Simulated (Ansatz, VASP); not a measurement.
## WS2: VASP beside Ansatz

```xyz
3
Lattice="3.1016 0.0000 0.0000 -1.5508 2.6860 0.0000 0.0000 0.0000 16.9507" Properties=species:S:1:pos:R:3 pbc="T T T"
W     0.0000    1.7907    0.0000
S     1.5508    0.8953   15.3917
S     1.5508    0.8953    1.5591
```

Change from the starting cell: strain -0.025 along x and y, +0.000 along z, atoms carried along.

Alike in both runs: task single point; functional r2SCAN; k mesh 12 × 12 × 2; occupations gaussian, width 0.05 eV; no spin polarisation.

```csv
,VASP,Ansatz
version,VASP 6.6.1,Ansatz 0.2.0
potentials or method,"VASP PAW PBE potentials, release 64 (W_sv, S), cutoff 520 eV","scalar-relativistic, plane waves, PAW"
valence electrons in the cell,26,26
```

VASP gave:

- gap on the k mesh at the Fermi level (eV): 2.21
- least direct gap on the mesh (eV): 2.24
- rms of the force components (eV/Å): 0.303

Q: What did Ansatz give for the same quantities?

A: gap on the k mesh at the Fermi level (eV): 2.22; least direct gap on the mesh (eV): 2.23; rms of the force components (eV/Å): 0.291.

VASP's potentials were made for PBE, not for r2SCAN. Atom by atom the forces differ by 0.012 eV/Å (rms over components).

Neither program's run includes spin-orbit coupling.
